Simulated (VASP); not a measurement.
Crystal: ScIn2N3.

```
Sc In N
1.0
     3.16281    0.00000    0.00000
     0.00000    3.16281    0.00000
     0.00000    0.00000    9.57583
Sc In N
1 2 3
Direct
  0.50000 0.50000 0.00000
  0.50000 0.50000 0.32482
  0.50000 0.50000 0.67518
  0.00000 0.00000 0.83907
  0.00000 0.00000 0.16093
  0.00000 0.00000 0.50000
```

The cell was generated, and may not be a known phase.

```yaml
Program: VASP 6.6.1
Task: relaxation of cell and atoms
Functional: PBE
Potentials_or_basis: VASP PAW PBE potentials, release 64 (Sc_sv, In_d, N)
Cutoff: 600 eV
k_mesh: 6 × 6 × 2
Occupations: gaussian, width 0.1 eV
Spin: collinear spin, ferromagnetic start
Starting_moments: "[0.0, 0.0, 0.0, 1.0, 1.0, 1.0] μB"
```

At the start: pressure -19.4 GPa; volume 15.97 Å³/atom.

Problem. Where does the relaxation end?

Solution. Over 8 steps the energy falls by 308.1 meV/atom and the volume is 12.32 Å³/atom (-22.8 %); space group P4/mmm (No. 123, to 0.1 Å) before and after; moment 0.00 μB per cell.

Step by step:
| step | energy change (eV) | largest force (eV/Å) | pressure (GPa) | volume (Å³) |
| --- | --- | --- | --- | --- |
| 1 | 0.0000 | 1.0065 | -19.36 | 95.79 |
| 2 | -1.7786 | 0.6222 | 5.12 | 71.46 |
| 3 | -1.8106 | 0.6058 | 0.33 | 73.63 |
| 4 | -1.8408 | 0.1861 | 0.43 | 73.63 |
| 5 | -1.8443 | 0.0776 | 0.55 | 73.63 |
| 6 | -1.8480 | 0.0405 | -0.31 | 74.11 |
| 7 | -1.8484 | 0.0483 | -0.11 | 73.99 |
| 8 | -1.8486 | 0.0252 | 0.06 | 73.92 |

Final structure:
```cif
data_structure
_symmetry_space_group_name_H-M 'P 1'
_symmetry_Int_Tables_number 1
_cell_length_a 2.9150
_cell_length_b 2.9150
_cell_length_c 8.6985
_cell_angle_alpha 90.000
_cell_angle_beta 90.000
_cell_angle_gamma 90.000
_cell_volume 73.92
loop_
_atom_site_label
_atom_site_type_symbol
_atom_site_fract_x
_atom_site_fract_y
_atom_site_fract_z
_atom_site_occupancy
Sc1 Sc 0.50000 0.50000 0.00000 1
In1 In 0.50000 0.50000 0.33119 1
In2 In 0.50000 0.50000 0.66881 1
N1 N 0.00000 0.00000 0.84725 1
N2 N 0.00000 0.00000 0.15275 1
N3 N 0.00000 0.00000 0.50000 1
```

Caveat: the volume moved by over 15 % at a fixed basis, so the end points are rough.
